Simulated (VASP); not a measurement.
# CdS (gw) (F-43m) in VASP: notebook

The runs below take CdS (gw) through single point, with PBEsol.

Program: VASP 6.6.1. These are calculated values, not measurements. Logs are shortened: lines on timing, memory, paths and dates and some standing lists are left out, and cuts for length are marked.

**1. The cell of the first run**

The structure is cubic, space group F-43m (No. 216). Conventional cell: a = 5.825 Å, b = 5.825 Å, c = 5.825 Å, α = 90.00°, β = 90.00°, γ = 90.00°. Cd (site symmetry -43m) has 4 S at 2.52 Å within 3.3 Å. Within 3.3 Å of S (site symmetry -43m) lie 4 Cd at 2.52 Å.

**2. Single point, PBEsol**

The input, INCAR:

```
SYSTEM = CdS
PREC = Accurate
ENCUT = 500
EDIFF = 1E-6
ISMEAR = 0
SIGMA = 0.01
LREAL = .FALSE.
LASPH = .TRUE.
NELM = 120
ALGO = Normal
ISIF = 2
LWAVE = .FALSE.
LCHARG = .FALSE.
GGA = PS
NBANDS = 16
GGA_COMPAT = .FALSE.
```

The input, KPOINTS:

```
Automatic mesh
0
G
  4 4 4
  0 0 0
```

The input, POSCAR:

```
CdS
1.0
    0.0000000000      2.9125000000      2.9125000000
    2.9125000000      0.0000000000      2.9125000000
    2.9125000000      2.9125000000      0.0000000000
Cd S
1 1
Direct
    0.0000000000      0.0000000000      0.0000000000
    0.2500000000      0.2500000000      0.2500000000
```

Potentials or basis: VASP PAW PBE potentials, release 64 (Cd, S).

Started as:

```
$ cat potpaw_PBE.64/Cd/POTCAR potpaw_PBE.64/S/POTCAR > POTCAR
$ mpirun -np 1 vasp_std > vasp.out
```

OUTCAR:

```text
SYSTEM = CdS
   PREC = Accurate
   ENCUT = 500
   EDIFF = 1E-6
   ISMEAR = 0
   LREAL = .FALSE.
   LASPH = .TRUE.
   NELM = 120
   ISIF = 2
   GGA = PS

 ion  position               nearest neighbor table
   1  0.000  0.000  0.000-   2 2.52   2 2.52   2 2.52   2 2.52
   2  0.250  0.250  0.250-   1 2.52   1 2.52   1 2.52   1 2.52

  LATTYP: Found a face centered cubic cell.
 ALAT       =     5.8250000000

  Lattice vectors:

 A1 = (   0.0000000000,   2.9125000000,   2.9125000000)
 A2 = (   2.9125000000,   0.0000000000,   2.9125000000)
 A3 = (   2.9125000000,   2.9125000000,   0.0000000000)

Analysis of symmetry for initial positions (statically):
=====================================================================
 Subroutine PRICEL returns:
 Original cell was already a primitive cell.

 Routine SETGRP: Setting up the symmetry group for a
 face centered cubic supercell.

 Subroutine GETGRP returns: Found 24 space group operations
 (whereof 24 operations were pure point group operations)
 out of a pool of 48 trial point group operations.

The static configuration has the point symmetry T_d .

Analysis of symmetry for dynamics (positions and initial velocities):
=====================================================================
 Subroutine PRICEL returns:
 Original cell was already a primitive cell.

 Routine SETGRP: Setting up the symmetry group for a
 face centered cubic supercell.

 Subroutine GETGRP returns: Found 24 space group operations
 (whereof 24 operations were pure point group operations)
 out of a pool of 48 trial point group operations.

The dynamic configuration has the point symmetry T_d .

 Subroutine INISYM returns: Found 24 space group operations
 (whereof 24 operations are pure point group operations),
 and found     1 'primitive' translations

----------------------------------------------------------------------------------------

                                     Primitive cell

  volume of cell :      49.4115

  direct lattice vectors                    reciprocal lattice vectors
     0.000000000  2.912500000  2.912500000    -0.171673820  0.171673820  0.171673820
     2.912500000  0.000000000  2.912500000     0.171673820 -0.171673820  0.171673820
     2.912500000  2.912500000  0.000000000     0.171673820  0.171673820 -0.171673820

  length of vectors
     4.118897000  4.118897000  4.118897000     0.297347778  0.297347778  0.297347778

[... 62 lines left out ...]
   NELM   =    120;   NELMIN=  2; NELMDL= -5     # of ELM steps
   EDIFF  = 0.1E-05   stopping-criterion for ELM
   LREAL  =      F    real-space projection
   EDIFFG = 0.1E-04   stopping-criterion for IOM
   NSW    =      0    number of steps for IOM
   IBRION =     -1    ionic relax: 0-MD 1-quasi-New 2-CG
   NFREE  =      0    steps in history (QN), initial steepest desc. (CG)
   ISIF   =      2    stress and relaxation
   ISYM   =      2    0-nonsym 1-usesym 2-fastsym
   POTIM  = 0.5000    time-step for ionic-motion
   TEBEG  =    0.0;   TEEND  =   0.0 temperature during run
   PSTRESS=    0.0 pullay stress
   NELECT =      18.0000    total number of electrons
   NUPDOWN=      -1.0000    fix difference up-down
   EMIN   =  10.00;   EMAX   =-10.00  energy-range for DOS
   EFERMI =   0.00;   METHOD = LEGACY
   ISMEAR =     0;   SIGMA  =   0.01  broadening in eV -4-tet -1-fermi 0-gaus
   EFERMI_NEDOS =   21; number of points for ismear=-14 and -15
   IALGO  =     38    algorithm
   IMIX   =      4    mixing-type and parameters
     AMIX     =   0.40;   BMIX     =  1.00
     AMIX_MAG =   1.60;   BMIX_MAG =  1.00
  volume/ion in A,a.u.               =      24.71       166.72
  Fermi-wavevector in a.u.,A,eV,Ry     =   1.169202  2.209472 18.599633  1.367034
  Thomas-Fermi vector in A             =   2.305679
   LORBIT       =      0    0 simple, 1 ext, 2 COOP (PROOUT), +10 PAW based schemes
   GGA     = PS    functional components
   LHFCALC =     F    Hartree Fock is set to
   AEXX    =    0.0000 exact exchange contribution
   IVDW    =     0    specifies the selected vdW correction
   LEPSILON=     F    determine dielectric tensor
   LRPA    =     F    only Hartree local field effects (RPA)
 non-spin polarized calculation
 Gauss-broadening in eV      SIGMA  =   0.01
  energy-cutoff  :      500.00
  volume of cell :       49.41
 maximum number of plane-waves:      1283
   NGX = 15   NGY = 15   NGZ = 15

 number of electron      18.0000004 magnetization

 Free energy of the ion-electron system (eV)
  ---------------------------------------------------
  ext. energy  EPLUGINS =         0.00000000
  ---------------------------------------------------
  free energy    TOTEN  =        -6.77610226 eV

  energy without entropy =       -6.77610226  energy(sigma->0) =       -6.77610226

 E-fermi :   1.3729     XC(G=0):  -9.3883

 val. band max:        1.2729352854   @ k =   0.0000   0.0000   0.0000
 cond. band min:       2.2763632693   @ k =   0.0000   0.0000   0.0000
 fundamental gap:      1.0034279839
 Fermi energy:         1.3728738678

 k-point     1 :       0.0000    0.0000    0.0000
  band No.  band energies     occupation
      1     -11.1352      2.00000
      2      -6.4949      2.00000
      3      -6.4949      2.00000
      4      -6.4949      2.00000
      5      -6.0039      2.00000
      6      -6.0039      2.00000
[... 129 lines left out ...]
      3      -6.2374      2.00000
      4      -6.0451      2.00000
      5      -5.9974      2.00000
      6      -5.3573      2.00000
[... 8 lines left out ...]
     15      14.3592      0.00000
     16      14.5803      0.00000

------------------------ aborting loop because EDIFF is reached ----------------------------------------

  FORCE on cell =-STRESS in cart. coord.  units (eV):
  Direction    XX          YY          ZZ          XY          YZ          ZX
  --------------------------------------------------------------------------------------
  -------------------------------------------------------------------------------------
  Total        0.1671488      0.1671488      0.1671488      0.0000000      0.0000000      0.0000000
  in kB        5.4198350      5.4198350      5.4198350      0.0000000      0.0000000      0.0000000
  external PRESSURE =       5.4198350 kB  Pullay stress =       0.0000000 kB

 VOLUME and BASIS-vectors are now :
 -----------------------------------------------------------------------------
  energy-cutoff  :      500.00
  volume of cell :       49.41
      direct lattice vectors                 reciprocal lattice vectors
     0.000000000  2.912500000  2.912500000    -0.171673820  0.171673820  0.171673820
     2.912500000  0.000000000  2.912500000     0.171673820 -0.171673820  0.171673820
     2.912500000  2.912500000  0.000000000     0.171673820  0.171673820 -0.171673820

 POSITION                                       TOTAL-FORCE (eV/Angst)
 -----------------------------------------------------------------------------------
      0.00000      0.00000      0.00000         0.000000     -0.000000      0.000000
      1.45625      1.45625      1.45625        -0.000000      0.000000     -0.000000
 -----------------------------------------------------------------------------------
    total drift:                               -0.000000     -0.000000     -0.000000

  FREE ENERGIE OF THE ION-ELECTRON SYSTEM (eV)
  ---------------------------------------------------
  free  energy   TOTEN  =        -6.7761022575 eV

  energy  without entropy=       -6.7761022575  energy(sigma->0) =       -6.77610226
```

Wall time 5.6 s (1 thread of Intel Xeon 6975P-C (Granite Rapids), shared host); peak memory 0.16 GiB.

Results:

```yaml
Free_energy: -6.7761 eV
Pressure: 0.5 GPa
Band_gap_on_the_k_mesh: 1.00 eV, direct
```

Caveat: the k points lie up to 0.47 Å⁻¹ apart; the PAW data sets were made with another functional, which shifts forces and pressure a little.

**3. Single point, PBEsol**

The input, INCAR:

```
PREC = Accurate ; ENCUT = 500
EDIFF = 1E-6 ; ISMEAR = 0
SIGMA = 0.01 ; LREAL = F
LASPH = T ; NELM = 120
ALGO = Normal ; ISIF = 2
LWAVE = F ; LCHARG = F
GGA = PS ; NBANDS = 16
GGA_COMPAT = F
```

The input, KPOINTS:

```
Automatic mesh
0
Gamma
  4 4 4
```

POSCAR is that of step 2.

Potentials or basis: VASP PAW PBE potentials, release 64 (Cd, S).

Started as:

```
$ cat potpaw_PBE.64/Cd/POTCAR potpaw_PBE.64/S/POTCAR > POTCAR
$ mpirun -np 1 vasp_std > vasp.out
```

Wall time 4.6 s (1 thread of Intel Xeon 6975P-C (Granite Rapids), shared host); peak memory 0.16 GiB.

Results (log left out):

```
Free energy            : -6.7761 eV
Pressure               : 0.5 GPa
Band gap on the k mesh : 1.00 eV, direct
```

Levels at points of the mesh, in eV from the valence-band top:
```
           k point  band 7  band 8  band 9  band 10  band 11  band 12
(0.00, 0.00, 0.00)    0.00    0.00    0.00     1.00     6.43     6.43
(0.50, 0.00, 0.00)   -4.52   -0.77   -0.77     2.88     6.89     6.89
(0.50, 0.50, 0.00)   -4.04   -1.93   -1.93     3.37     4.24     9.09
```

Caveat: the k points lie up to 0.47 Å⁻¹ apart; the PAW data sets were made with another functional, which shifts forces and pressure a little.
